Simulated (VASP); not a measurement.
# Ge (I4_1/amd) in VASP: a series of runs

Ge is run at these levels: LDA; tasks: single point.

Everything below comes from runs of VASP 6.6.1. Logs are shortened: lines on timing, memory, paths and dates and some standing lists are left out, and cuts for length are marked.

## 1. The cell of the first run

It takes space group I4_1/amd (No. 141, tetragonal). Conventional cell: a = 3.949 Å, b = 3.949 Å, c = 6.305 Å, α = 90.00°, β = 90.00°, γ = 90.00°. Within 3.3 Å of Ge (site symmetry -4m2) lie 4 Ge at 2.53 Å.

## 2. Single point, LDA (24.58 Å³/atom)

Contents of INCAR:

```
PREC = Accurate
ENCUT = 520
EDIFF = 1E-6
ISMEAR = 0
SIGMA = 0.15
LREAL = F
LASPH = T
NELM = 60
ALGO = Normal
ISIF = 2
LWAVE = F
LCHARG = T
LELF = T
LVHAR = T
NBANDS = 21
```

Contents of KPOINTS:

```
Automatic mesh
0
Gamma
  16 16 16
```

Contents of POSCAR:

```
Ge
1.0
    0.0000000000      2.7922657924      3.1524680796
    2.7922657924      0.0000000000      3.1524680796
    2.7922657924      2.7922657924      0.0000000000
Ge
2
Direct
    0.5000000000      0.5000000000      0.5000000000
    0.7500000000      0.7500000000      0.7500000000
```

Potentials or basis: VASP PAW LDA potentials, release 64 (Ge_d).

Command:

```
> cat potpaw_LDA.64/Ge_d/POTCAR > POTCAR
> mpirun -np 1 vasp_std > vasp.out
```

OUTCAR:

```text
PREC = Accurate
   ENCUT = 520
   EDIFF = 1E-6
   ISMEAR = 0
   LREAL = F
   LASPH = T
   NELM = 60
   ISIF = 2

 ion  position               nearest neighbor table
   1  0.500  0.500  0.500-   2 2.53   2 2.53   2 2.53   2 2.53
   2  0.750  0.750  0.750-   1 2.53   1 2.53   1 2.53   1 2.53

  LATTYP: Found a body centered tetragonal cell.
 ALAT       =     3.9488601534
 C/A-ratio  =     1.5966471119

  Lattice vectors:

 A1 = (  -2.7922657924,   0.0000000000,   3.1524680796)
 A2 = (   2.7922657924,   0.0000000000,   3.1524680796)
 A3 = (   0.0000000000,   2.7922657924,  -3.1524680796)

Analysis of symmetry for initial positions (statically):
=====================================================================
 Subroutine PRICEL returns:
 Original cell was already a primitive cell.

 Routine SETGRP: Setting up the symmetry group for a
 body centered tetragonal supercell.

 Subroutine GETGRP returns: Found 16 space group operations
 (whereof  8 operations were pure point group operations)
 out of a pool of 16 trial point group operations.

The static configuration has the point symmetry D_2d.
 The point group associated with its full space group is D_4h.

Analysis of symmetry for dynamics (positions and initial velocities):
=====================================================================
 Subroutine PRICEL returns:
 Original cell was already a primitive cell.

 Routine SETGRP: Setting up the symmetry group for a
 body centered tetragonal supercell.

 Subroutine GETGRP returns: Found 16 space group operations
 (whereof  8 operations were pure point group operations)
 out of a pool of 16 trial point group operations.

The dynamic configuration has the point symmetry D_2d.
 The point group associated with its full space group is D_4h.

 Subroutine INISYM returns: Found 16 space group operations
 (whereof  8 operations are pure point group operations),
 and found     1 'primitive' translations

----------------------------------------------------------------------------------------

                                     Primitive cell

  volume of cell :      49.1580

  direct lattice vectors                    reciprocal lattice vectors
     0.000000000  2.792265792  3.152468080    -0.179066048  0.179066048  0.158605888
     2.792265792  0.000000000  3.152468080     0.179066048 -0.179066048  0.158605888
     2.792265792  2.792265792  0.000000000     0.179066048  0.179066048 -0.158605888

  length of vectors
     4.211270978  4.211270978  3.948860153     0.298806169  0.298806169  0.298806169

  position of ions in fractional coordinates (direct lattice)
     0.500000000  0.500000000  0.500000000
     0.750000000  0.750000000  0.750000000

  ion indices of the primitive-cell ions
   primitive index   ion index
                 1           1
                 2           2

----------------------------------------------------------------------------------------

 KPOINTS: Automatic mesh

Automatic generation of k-mesh.
 Grid dimensions read from file:
 generate k-points for:   16   16   16

 Generating k-lattice:

  Cartesian coordinates                     Fractional coordinates (reciprocal lattice)
    -0.011191628  0.011191628  0.009912868     0.062500000  0.000000000  0.000000000
     0.011191628 -0.011191628  0.009912868     0.000000000  0.062500000  0.000000000
     0.011191628  0.011191628 -0.009912868     0.000000000  0.000000000  0.062500000

  Length of vectors
     0.018675386  0.018675386  0.018675386

  Shift w.r.t. Gamma in fractional coordinates (k-lattice)
     0.000000000  0.000000000  0.000000000

 Subroutine IBZKPT returns following result:
 ===========================================

 Found    349 irreducible k-points:

 Following reciprocal coordinates:
            Coordinates               Weight
  0.000000  0.000000  0.000000      1.000000
  0.062500 -0.000000  0.000000      8.000000
  0.125000 -0.000000  0.000000      8.000000
  0.187500 -0.000000  0.000000      8.000000
  0.250000 -0.000000  0.000000      8.000000
  0.312500  0.000000  0.000000      8.000000
[... 16 lines left out ...]
 -0.125000  0.062500  0.000000      8.000000
 -0.062500  0.062500  0.000000      4.000000
 [... further k-points ...]
   k-points           NKPTS =    349   k-points in BZ     NKDIM =    349   number of bands    NBANDS=     21
   number of dos      NEDOS =    301   number of ions     NIONS =      2
   total plane-waves  NPLWV =  30720
   dimension x,y,z NGX =    32 NGY =   32 NGZ =   30
   dimension x,y,z NGXF=    64 NGYF=   64 NGZF=   60
   ions per type =               2
   NGX,Y,Z   is equivalent  to a cutoff of  12.63, 12.63, 12.63 a.u.
   NGXF,Y,Z  is equivalent  to a cutoff of  25.26, 25.26, 25.26 a.u.
 SYSTEM =  unknown system
   PREC   = accura    normal or accurate (medium, high low for compatibility)
   ISTART =      0    job   : 0-new  1-cont  2-samecut
   ICHARG =      2    charge: 1-file 2-atom 10-const
   ISPIN  =      1    spin polarized calculation?
   LNONCOLLINEAR =      F non collinear calculations
   LSORBIT =      F    spin-orbit coupling
   LASPH  =      T    aspherical Exc in radial PAW
   ENCUT  =  520.0 eV  38.22 Ry    6.18 a.u.   7.83  7.83  7.34*2*pi/ulx,y,z
   NELM   =     60;   NELMIN=  2; NELMDL= -5     # of ELM steps
   EDIFF  = 0.1E-05   stopping-criterion for ELM
   LREAL  =      F    real-space projection
   EDIFFG = 0.1E-04   stopping-criterion for IOM
   NSW    =      0    number of steps for IOM
   IBRION =     -1    ionic relax: 0-MD 1-quasi-New 2-CG
   NFREE  =      0    steps in history (QN), initial steepest desc. (CG)
   ISIF   =      2    stress and relaxation
   ISYM   =      2    0-nonsym 1-usesym 2-fastsym
   POTIM  = 0.5000    time-step for ionic-motion
   TEBEG  =    0.0;   TEEND  =   0.0 temperature during run
   PSTRESS=    0.0 pullay stress
   NELECT =      28.0000    total number of electrons
   NUPDOWN=      -1.0000    fix difference up-down
   EMIN   =  10.00;   EMAX   =-10.00  energy-range for DOS
   EFERMI =   0.00;   METHOD = LEGACY
   ISMEAR =     0;   SIGMA  =   0.15  broadening in eV -4-tet -1-fermi 0-gaus
   EFERMI_NEDOS =   21; number of points for ismear=-14 and -15
   IALGO  =     38    algorithm
   IMIX   =      4    mixing-type and parameters
     AMIX     =   0.40;   BMIX     =  1.00
     AMIX_MAG =   1.60;   BMIX_MAG =  1.00
  volume/ion in A,a.u.               =      24.58       165.87
  Fermi-wavevector in a.u.,A,eV,Ry     =   1.357051  2.564454 25.056311  1.841587
  Thomas-Fermi vector in A             =   2.484002
   LORBIT       =      0    0 simple, 1 ext, 2 COOP (PROOUT), +10 PAW based schemes
   GGA     = CA    functional components
   LHFCALC =     F    Hartree Fock is set to
   AEXX    =    0.0000 exact exchange contribution
   IVDW    =     0    specifies the selected vdW correction
   LEPSILON=     F    determine dielectric tensor
   LRPA    =     F    only Hartree local field effects (RPA)
 non-spin polarized calculation
 Gauss-broadening in eV      SIGMA  =   0.15
  energy-cutoff  :      520.00
  volume of cell :       49.16
 maximum number of plane-waves:      1352
   NGX = 15   NGY = 15   NGZ = 15

 number of electron      27.9999999 magnetization

 Free energy of the ion-electron system (eV)
  ---------------------------------------------------
  ext. energy  EPLUGINS =         0.00000000
  ---------------------------------------------------
  free energy    TOTEN  =       -10.19412767 eV

  energy without entropy =      -10.19239450  energy(sigma->0) =      -10.19326109

 E-fermi :   4.0082     XC(G=0):  -9.9211

 val. band max:        3.9858326313   @ k =   0.0625   0.0000   0.0625
 cond. band min:       4.0321412763   @ k =   0.1250  -0.0000   0.0000
 fundamental gap:      0.0463086449
 Fermi energy:         4.0082397692

 k-point     1 :       0.0000    0.0000    0.0000
  band No.  band energies     occupation
      1     -20.8853      2.00000
      2     -20.8853      2.00000
      3     -20.8668      2.00000
      4     -20.8500      2.00000
      5     -20.8473      2.00000
      6     -20.7126      2.00000
[... 13 lines left out ...]
     20      11.9391      0.00000
     21      12.9212      0.00000

 k-point     2 :       0.0625   -0.0000    0.0000
  band No.  band energies     occupation
      1     -20.8873      2.00000
      2     -20.8850      2.00000
      3     -20.8696      2.00000
      4     -20.8461      2.00000
      5     -20.8450      2.00000
      6     -20.7133      2.00000
[... 13 lines left out ...]
     20      11.7062      0.00000
     21      13.3340      0.00000

 k-point     3 :       0.1250   -0.0000    0.0000
  band No.  band energies     occupation
      1     -20.8918      2.00000
      2     -20.8841      2.00000
      3     -20.8740      2.00000
      4     -20.8397      2.00000
      5     -20.8381      2.00000
      6     -20.7154      2.00000
[... 13 lines left out ...]
     20      11.5056      0.00000
     21      13.2825      0.00000

 k-point     4 :       0.1875   -0.0000    0.0000
  band No.  band energies     occupation
      1     -20.8970      2.00000
      2     -20.8835      2.00000
      3     -20.8768      2.00000
      4     -20.8336      2.00000
      5     -20.8294      2.00000
      6     -20.7181      2.00000
[... 13 lines left out ...]
     20      11.8903      0.00000
     21      12.7929      0.00000

 k-point     5 :       0.2500   -0.0000    0.0000
  band No.  band energies     occupation
      1     -20.9018      2.00000
      2     -20.8842      2.00000
      3     -20.8768      2.00000
      4     -20.8281      2.00000
      5     -20.8214      2.00000
      6     -20.7208      2.00000
[... 13 lines left out ...]
     20      12.3784      0.00000
     21      12.5717      0.00000
[... 382 lines left out ...]
     20      12.1087      0.00000
     21      13.3199      0.00000

 k-point    22 :      -0.1875    0.0625    0.0000
  band No.  band energies     occupation
      1     -20.9010      2.00000
      2     -20.8779      2.00000
      3     -20.8743      2.00000
      4     -20.8324      2.00000
      5     -20.8273      2.00000
      6     -20.7176      2.00000
[... 13 lines left out ...]
     20      12.2092      0.00000
     21      12.6735      0.00000

 k-point    23 :      -0.1250    0.0625    0.0000
  band No.  band energies     occupation
      1     -20.8959      2.00000
      2     -20.8788      2.00000
      3     -20.8724      2.00000
      4     -20.8406      2.00000
      5     -20.8339      2.00000
      6     -20.7105      2.00000
[... 13 lines left out ...]
     20      12.3056      0.00000
     21      12.5922      0.00000

 k-point    24 :      -0.0625    0.0625    0.0000
  band No.  band energies     occupation
      1     -20.8908      2.00000
      2     -20.8821      2.00000
      3     -20.8688      2.00000
      4     -20.8465      2.00000
      5     -20.8404      2.00000
      6     -20.7085      2.00000
[... 13 lines left out ...]
     20      12.1497      0.00000
     21      13.1986      0.00000

 [... further k-points ...]

------------------------ aborting loop because EDIFF is reached ----------------------------------------

  FORCE on cell =-STRESS in cart. coord.  units (eV):
  Direction    XX          YY          ZZ          XY          YZ          ZX
  --------------------------------------------------------------------------------------
  -------------------------------------------------------------------------------------
  Total       -0.7439502     -0.7439502     -3.5427974      0.0000000      0.0000000      0.0000000
  in kB      -24.2471233    -24.2471233   -115.4682794      0.0000000      0.0000000      0.0000000
  external PRESSURE =     -54.6541754 kB  Pullay stress =       0.0000000 kB

 VOLUME and BASIS-vectors are now :
 -----------------------------------------------------------------------------
  energy-cutoff  :      520.00
  volume of cell :       49.16
      direct lattice vectors                 reciprocal lattice vectors
     0.000000000  2.792265792  3.152468080    -0.179066048  0.179066048  0.158605888
     2.792265792  0.000000000  3.152468080     0.179066048 -0.179066048  0.158605888
     2.792265792  2.792265792  0.000000000     0.179066048  0.179066048 -0.158605888

 POSITION                                       TOTAL-FORCE (eV/Angst)
 -----------------------------------------------------------------------------------
      2.79227      2.79227      3.15247         0.000000      0.000000      0.000000
      4.18840      4.18840      4.72870        -0.000000     -0.000000     -0.000000
 -----------------------------------------------------------------------------------
    total drift:                               -0.000000     -0.000000      0.000000

  FREE ENERGIE OF THE ION-ELECTRON SYSTEM (eV)
  ---------------------------------------------------
  free  energy   TOTEN  =       -10.1941276727 eV

  energy  without entropy=      -10.1923945001  energy(sigma->0) =      -10.19326109
```

Run time: 98 s. Hardware: 1 thread of Intel Xeon 6975P-C (Granite Rapids), shared host; peak memory 0.37 GiB.

What came out:

| Quantity | Value |
| --- | --- |
| Free energy | -10.1941 eV |
| Pressure | -5.5 GPa |
| Band gap on the k mesh | zero (bands 14 and 15 overlap by 0.72 eV) |

Stress tensor (GPa, compression positive):
```
 -2.42   0.00   0.00
  0.00  -2.42   0.00
  0.00   0.00 -11.55
```

Caveat: the cell stands under tension; semilocal functionals underestimate gaps, so a narrow gap can read as zero.

(Continued in part 2 of 2.)
